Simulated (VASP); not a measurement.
Si2B:

```xyz
6
Lattice="3.3346 0.0000 0.0000 0.0000 3.3346 0.0000 0.0000 0.0000 6.1926" Properties=species:S:1:pos:R:3 pbc="T T T"
Si    0.0000    0.0000    0.0000
Si    1.6673    1.6673    0.0000
Si    1.6673    0.0000    3.9973
Si    0.0000    1.6673    2.1953
B     1.6673    0.0000    1.9231
B     0.0000    1.6673    4.2695
```

```yaml
Program: VASP 6.6.1
Task: relaxation of cell and atoms
Functional: PBE
Potentials_or_basis: VASP PAW PBE potentials, release 64 (Si, B)
Cutoff: 600 eV
k_mesh: 12 × 12 × 6
Occupations: gaussian, width 0.1 eV
Spin: no spin polarisation
```

At the start: pressure 0.2 GPa; volume 11.48 Å³/atom.

**Question.** Where does the relaxation end?

**Answer.** Over 8 steps the energy falls by 12.3 meV/atom and the volume is 11.66 Å³/atom (+1.6 %); space group P4/nmm (No. 129, to 0.1 Å) before and after.

The path:
```tsv
step	energy change (eV)	largest force (eV/Å)	pressure (GPa)	volume (Å³)
1	0.0000	0.2465	0.18	68.86
2	-0.0413	0.2333	0.45	68.98
3	-0.0640	0.1994	1.09	69.13
4	-0.0646	0.1995	0.98	69.12
5	-0.0732	0.0552	-0.34	70.09
6	-0.0732	0.0500	-0.39	70.13
7	-0.0735	0.0343	0.25	69.83
8	-0.0736	0.0065	0.00	69.95
```

Final structure:
```
Si B
1.0
     3.29035    0.00000    0.00000
     0.00000    3.29035    0.00000
     0.00000    0.00000    6.46086
Si B
4 2
Direct
  0.00000 0.00000 0.00000
  0.50000 0.50000 0.00000
  0.50000 0.00000 0.63769
  0.00000 0.50000 0.36231
  0.50000 0.00000 0.31552
  0.00000 0.50000 0.68448
```
